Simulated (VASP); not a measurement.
LiCl:

```
Li Cl
1.0
     4.16187    0.00000    0.00000
    -2.08094    3.60429    0.00000
     0.00000    0.00000    5.23255
Li Cl
2 2
Cartesian
  0.0000 2.4029 1.3081
  2.0809 1.2014 3.9244
  2.0809 1.2014 1.3081
  0.0000 2.4029 3.9244
```

Base run:

| Property | Result |
| --- | --- |
| Program | VASP 6.6.1 |
| Functional | r2SCAN |
| Potentials or basis | VASP PAW PBE potentials, release 64 (Li_sv, Cl) |
| Cutoff | 520 eV |
| k mesh | 6 × 6 × 4 |
| Occupations | gaussian, width 0.01 eV |
| Spin | no spin polarisation |

Its results: band gap on the k mesh 6.35 eV.

Problem. The run is repeated on the same cell with these changes: functional from r2SCAN to LDA; potentials or basis from VASP PAW PBE potentials, release 64 (Li_sv, Cl) to VASP PAW LDA potentials, release 64 (Li_sv, Cl). What comes out?

Solution. Band gap on the k mesh 5.26 eV.

A k mesh can miss the band edges.
